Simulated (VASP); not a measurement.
# In3SbTe2 (P-3m1) in VASP: notebook

In3SbTe2 is run at these levels: PBE; tasks: relaxation of shape and atoms at fixed volume.

All numbers are computed with VASP 6.6.1; they aren't measurements. Logs are shortened: lines on timing, memory, paths and dates and some standing lists are left out, and cuts for length are marked.

## Step 1: The cell of the first run

The structure is trigonal, space group P-3m1 (No. 164). The conventional cell has a = 4.330 Å, b = 4.330 Å, c = 10.498 Å, α = 90.00°, β = 90.00°, γ = 120.00°. In (site symmetry -3m) has 6 Te at 3.07 Å within 4.0 Å. Within 3.9 Å of In (site symmetry 3m) lie 3 Sb at 2.99 Å and 3 Te at 3.10 Å. Sb (site symmetry -3m) has 6 In at 2.99 Å within 3.9 Å. Te (site symmetry 3m) has 6 In at 3.07 to 3.10 Å within 4.0 Å.

## Step 2: Relaxation of shape and atoms at fixed volume, PBE (28.41 Å³/atom)

INCAR

```
ALGO = Normal
EDIFF = 1E-7
EDIFFG = -0.01
ENCUT = 600
GGA = PE
IBRION = 2
ISIF = 4
ISMEAR = 0
LASPH = True
LCHARG = False
LREAL = False
LWAVE = False
NELM = 80
NSW = 50
PREC = Accurate
SIGMA = 0.1
```

KPOINTS

```
k-points
0
Gamma
  9 9 4
```

POSCAR

```
In3SbTe2
1.0
    4.3304578029      0.0000000000      0.0000000000
   -2.1652289014      3.7502864673      0.0000000000
    0.0000000000      0.0000000000     10.4977391229
In Sb Te
3 1 2
Direct
    0.0000000000      0.0000000000      0.5000000000
    0.3333333333      0.6666666667      0.1554292193
    0.6666666667      0.3333333333      0.8445707807
    0.0000000000      0.0000000000      0.0000000000
    0.3333333333      0.6666666667      0.6700565976
    0.6666666667      0.3333333333      0.3299434024
```

Potentials or basis: VASP PAW PBE potentials, release 64 (In_d, Sb, Te).

The run is started by

```console
$ cat potpaw_PBE.64/In_d/POTCAR potpaw_PBE.64/Sb/POTCAR potpaw_PBE.64/Te/POTCAR > POTCAR
$ mpirun -np 1 vasp_std > vasp.out
```

OUTCAR:

```text
EDIFF = 1E-7
   EDIFFG = -0.01
   ENCUT = 600
   GGA = PE
   IBRION = 2
   ISIF = 4
   ISMEAR = 0
   LASPH = True
   LREAL = False
   NELM = 80
   NSW = 50
   PREC = Accurate

 ion  position               nearest neighbor table
   1  0.000  0.000  0.500-   5 3.07   6 3.07   5 3.07   6 3.07   6 3.07   5 3.07
   2  0.333  0.667  0.155-   4 2.99   4 2.99   4 2.99   6 3.10   6 3.10   6 3.10
   3  0.667  0.333  0.845-   4 2.99   4 2.99   4 2.99   5 3.10   5 3.10   5 3.10
   4  0.000  0.000  0.000-   2 2.99   3 2.99   2 2.99   3 2.99   3 2.99   2 2.99
   5  0.333  0.667  0.670-   1 3.07   1 3.07   1 3.07   3 3.10   3 3.10   3 3.10
   6  0.667  0.333  0.330-   1 3.07   1 3.07   1 3.07   2 3.10   2 3.10   2 3.10

  LATTYP: Found a hexagonal cell.
 ALAT       =     4.3304578029
 C/A-ratio  =     2.4241638184

  Lattice vectors:

 A1 = (   4.3304578029,   0.0000000000,   0.0000000000)
 A2 = (  -2.1652289014,   3.7502864673,   0.0000000000)
 A3 = (   0.0000000000,   0.0000000000,  10.4977391229)

Analysis of symmetry for initial positions (statically):
=====================================================================
 Subroutine PRICEL returns:
 Original cell was already a primitive cell.

 Routine SETGRP: Setting up the symmetry group for a
 hexagonal supercell.

 Subroutine GETGRP returns: Found 12 space group operations
 (whereof 12 operations were pure point group operations)
 out of a pool of 24 trial point group operations.

The static configuration has the point symmetry D_3d.

Analysis of symmetry for dynamics (positions and initial velocities):
=====================================================================
 Subroutine PRICEL returns:
 Original cell was already a primitive cell.

 Routine SETGRP: Setting up the symmetry group for a
 hexagonal supercell.

 Subroutine GETGRP returns: Found 12 space group operations
 (whereof 12 operations were pure point group operations)
 out of a pool of 24 trial point group operations.

The dynamic configuration has the point symmetry D_3d.

 Subroutine INISYM returns: Found 12 space group operations
 (whereof 12 operations are pure point group operations),
 and found     1 'primitive' translations

----------------------------------------------------------------------------------------

                                     Primitive cell

  volume of cell :     170.4881

  direct lattice vectors                    reciprocal lattice vectors
     4.330457803  0.000000000  0.000000000     0.230922467  0.133323149  0.000000000
    -2.165228901  3.750286467  0.000000000     0.000000000  0.266646297  0.000000000
     0.000000000  0.000000000 10.497739123     0.000000000  0.000000000  0.095258606

  length of vectors
     4.330457803  4.330457803 10.497739123     0.266646297  0.266646297  0.095258606

  position of ions in fractional coordinates (direct lattice)
     0.000000000  0.000000000  0.500000000
     0.333333333  0.666666667  0.155429219
     0.666666667  0.333333333  0.844570781
     0.000000000  0.000000000  0.000000000
     0.333333333  0.666666667  0.670056598
     0.666666667  0.333333333  0.329943402

  ion indices of the primitive-cell ions
   primitive index   ion index
                 1           1
                 2           2
                 3           3
                 4           4
                 5           5
                 6           6

----------------------------------------------------------------------------------------

 KPOINTS: k-points

Automatic generation of k-mesh.
 Grid dimensions read from file:
 generate k-points for:    9    9    4

 Generating k-lattice:

  Cartesian coordinates                     Fractional coordinates (reciprocal lattice)
     0.025658052  0.014813683  0.000000000     0.111111111 -0.000000000  0.000000000
     0.000000000  0.029627366  0.000000000     0.000000000  0.111111111  0.000000000
     0.000000000  0.000000000  0.023814652     0.000000000  0.000000000  0.250000000

  Length of vectors
     0.029627366  0.029627366  0.023814652

  Shift w.r.t. Gamma in fractional coordinates (k-lattice)
     0.000000000  0.000000000  0.000000000

 Subroutine IBZKPT returns following result:
 ===========================================

 Found     43 irreducible k-points:

 Following reciprocal coordinates:
            Coordinates               Weight
  0.000000  0.000000  0.000000      1.000000
  0.111111  0.000000  0.000000      6.000000
  0.222222  0.000000  0.000000      6.000000
  0.333333  0.000000  0.000000      6.000000
  0.444444  0.000000  0.000000      6.000000
  0.111111  0.111111  0.000000      6.000000
[... 16 lines left out ...]
  0.222222  0.111111  0.250000     12.000000
 -0.111111  0.333333  0.250000     12.000000
 [... further k-points ...]
   k-points           NKPTS =     43   k-points in BZ     NKDIM =     43   number of bands    NBANDS=     33
   number of dos      NEDOS =    301   number of ions     NIONS =      6
   total plane-waves  NPLWV = 108864
   dimension x,y,z NGX =    36 NGY =   36 NGZ =   84
   dimension x,y,z NGXF=    72 NGYF=   72 NGZF=  168
   ions per type =               3   1   2
   NGX,Y,Z   is equivalent  to a cutoff of  13.82, 13.82, 13.30 a.u.
   NGXF,Y,Z  is equivalent  to a cutoff of  27.64, 27.64, 26.61 a.u.
 SYSTEM =  unknown system
   PREC   = accura    normal or accurate (medium, high low for compatibility)
   ISTART =      0    job   : 0-new  1-cont  2-samecut
   ICHARG =      2    charge: 1-file 2-atom 10-const
   ISPIN  =      1    spin polarized calculation?
   LNONCOLLINEAR =      F non collinear calculations
   LSORBIT =      F    spin-orbit coupling
   LASPH  =      T    aspherical Exc in radial PAW
   ENCUT  =  600.0 eV  44.10 Ry    6.64 a.u.   8.65  8.65 20.97*2*pi/ulx,y,z
   NELM   =     80;   NELMIN=  2; NELMDL= -5     # of ELM steps
   EDIFF  = 0.1E-06   stopping-criterion for ELM
   LREAL  =      F    real-space projection
   EDIFFG = -.1E-01   stopping-criterion for IOM
   NSW    =     50    number of steps for IOM
   IBRION =      2    ionic relax: 0-MD 1-quasi-New 2-CG
   NFREE  =      1    steps in history (QN), initial steepest desc. (CG)
   ISIF   =      4    stress and relaxation
   ISYM   =      2    0-nonsym 1-usesym 2-fastsym
   POTIM  = 0.5000    time-step for ionic-motion
   TEBEG  =    0.0;   TEEND  =   0.0 temperature during run
   PSTRESS=    0.0 pullay stress
   NELECT =      56.0000    total number of electrons
   NUPDOWN=      -1.0000    fix difference up-down
   EMIN   =  10.00;   EMAX   =-10.00  energy-range for DOS
   EFERMI =   0.00;   METHOD = LEGACY
   ISMEAR =     0;   SIGMA  =   0.10  broadening in eV -4-tet -1-fermi 0-gaus
   EFERMI_NEDOS =   21; number of points for ismear=-14 and -15
   IALGO  =     38    algorithm
   IMIX   =      4    mixing-type and parameters
     AMIX     =   0.40;   BMIX     =  1.00
     AMIX_MAG =   1.60;   BMIX_MAG =  1.00
  volume/ion in A,a.u.               =      28.41       191.75
  Fermi-wavevector in a.u.,A,eV,Ry     =   1.129552  2.134543 17.359501  1.275887
  Thomas-Fermi vector in A             =   2.266246
   LORBIT       =      0    0 simple, 1 ext, 2 COOP (PROOUT), +10 PAW based schemes
   GGA     = PE    functional components
   LHFCALC =     F    Hartree Fock is set to
   AEXX    =    0.0000 exact exchange contribution
   IVDW    =     0    specifies the selected vdW correction
   LEPSILON=     F    determine dielectric tensor
   LRPA    =     F    only Hartree local field effects (RPA)
 conjugate gradient relaxation of ions
 non-spin polarized calculation
 Gauss-broadening in eV      SIGMA  =   0.10
  energy-cutoff  :      600.00
  volume of cell :      170.49
 maximum number of plane-waves:      5711
 NGX is ok and might be reduce to    36
   NGX = 17   NGY = 17   NGZ = 41

--------------------------------------- Ionic step        1  -------------------------------------------

 number of electron      55.9999994 magnetization

 Free energy of the ion-electron system (eV)
  ---------------------------------------------------
  ext. energy  EPLUGINS =         0.00000000
  ---------------------------------------------------
  free energy    TOTEN  =       -19.25914931 eV

  energy without entropy =      -19.25205869  energy(sigma->0) =      -19.25560400

------------------------ aborting loop because EDIFF is reached ----------------------------------------

  FORCE on cell =-STRESS in cart. coord.  units (eV):
  Direction    XX          YY          ZZ          XY          YZ          ZX
  --------------------------------------------------------------------------------------
  -------------------------------------------------------------------------------------
  Total        3.2824848      3.2824848      3.2721061      0.0000000     -0.0000000      0.0000000
  in kB       30.8474509     30.8474509     30.7499155      0.0000000     -0.0000000      0.0000000
  external PRESSURE =      30.8149391 kB  Pullay stress =       0.0000000 kB
[... 65 lines left out ...]
  energy  without entropy=      -19.2520991571  energy(sigma->0) =      -19.25564565

--------------------------------------- Ionic step        3  -------------------------------------------

 number of electron      55.9999993 magnetization

 Free energy of the ion-electron system (eV)
  ---------------------------------------------------
  ext. energy  EPLUGINS =         0.00000000
  ---------------------------------------------------
  free energy    TOTEN  =       -19.25926554 eV

  energy without entropy =      -19.25216304  energy(sigma->0) =      -19.25571429

 E-fermi :   7.1243     XC(G=0):  -9.7984

 val. band max:        7.0781436673   @ k =  -0.2222  -0.4444   0.2500
 cond. band min:       7.1771573429   @ k =   0.2222   0.2222   0.5000
 fundamental gap:      0.0990136756
 Fermi energy:         7.1242608702

 k-point     1 :       0.0000    0.0000    0.0000
  band No.  band energies     occupation
      1      -7.5491      2.00000
      2      -7.5491      2.00000
      3      -7.5186      2.00000
      4      -7.5186      2.00000
      5      -7.5099      2.00000
      6      -7.5001      2.00000
[... 853 lines left out ...]
     32      10.5075      0.00000
     33      10.7634      0.00000

 [... further k-points ...]

------------------------ aborting loop because EDIFF is reached ----------------------------------------

  FORCE on cell =-STRESS in cart. coord.  units (eV):
  Direction    XX          YY          ZZ          XY          YZ          ZX
  --------------------------------------------------------------------------------------
  -------------------------------------------------------------------------------------
  Total        3.2714416      3.2714416      3.2781717      0.0000000     -0.0000000      0.0000000
  in kB       30.7436715     30.7436715     30.8069181      0.0000000     -0.0000000      0.0000000
  external PRESSURE =      30.7647537 kB  Pullay stress =       0.0000000 kB
[... 21 lines left out ...]
  FREE ENERGIE OF THE ION-ELECTRON SYSTEM (eV)
  ---------------------------------------------------
  free  energy   TOTEN  =       -19.2592655355 eV

  energy  without entropy=      -19.2521630367  energy(sigma->0) =      -19.25571429

 reached required accuracy - stopping structural energy minimisation
```

It took 12 min on 1 thread of Intel Xeon Platinum 8259CL at 2.50GHz (Skylake/Cascade Lake), shared host; peak memory 0.53 GiB.

What came out:

```
Free energy                  : -19.2593 eV
Energy gained by relaxing    : 0.0 meV/atom
Ionic steps                  : 3
Pressure after relaxing      : 3.1 GPa
Largest force after relaxing : 0.007 eV/Å
Band gap on the k mesh       : zero (bands 28 and 29 overlap by 1.61 eV)
```

Forces in eV/Å, atoms in the order of the input:
```
In   0.000  0.000  0.000
In   0.000  0.000  0.001
In   0.000  0.000 -0.001
Sb   0.000  0.000  0.000
Te   0.000  0.000 -0.007
Te   0.000  0.000  0.007
```

The path:
| step | energy change (eV) | largest force (eV/Å) | pressure (GPa) | volume (Å³) |
| --- | --- | --- | --- | --- |
| 1 | 0.0000 | 0.0164 | 3.08 | 170.49 |
| 2 | 0.0000 | 0.0140 | 3.08 | 170.49 |
| 3 | -0.0001 | 0.0065 | 3.08 | 170.49 |

Final structure:
```
In Sb Te
1.0
     4.33094    0.00000    0.00000
    -2.16547    3.75070    0.00000
     0.00000    0.00000   10.49540
In Sb Te
3 1 2
Cartesian
  -2.1655 3.7507 5.2477
  0.0000 2.5005 1.6342
  2.1655 1.2502 8.8612
  -2.1655 3.7507 10.4954
  0.0000 2.5005 7.0294
  2.1655 1.2502 3.4661
```

Levels at points of the mesh, in eV from the Fermi level:
| k point | band 24 | band 25 | band 26 | band 27 | band 28 | band 29 | band 30 | band 31 | band 32 | band 33 |
| --- | --- | --- | --- | --- | --- | --- | --- | --- | --- | --- |
| (0.00, 0.00, 0.00) | -1.29 | -1.29 | -1.03 | -0.15 | -0.15 | 1.44 | 1.52 | 2.68 | 2.68 | 2.84 |
| (0.00, 0.00, 0.50) | -1.28 | -1.28 | -0.13 | -0.13 | 0.62 | 0.77 | 1.59 | 2.12 | 2.12 | 2.69 |

Caveat: spin-orbit coupling is left out, which moves the levels of the heavy elements.

(Part 1 of 2 ends here.)

The gap in the log of VASP goes by the Fermi energy; the results here count the filled bands.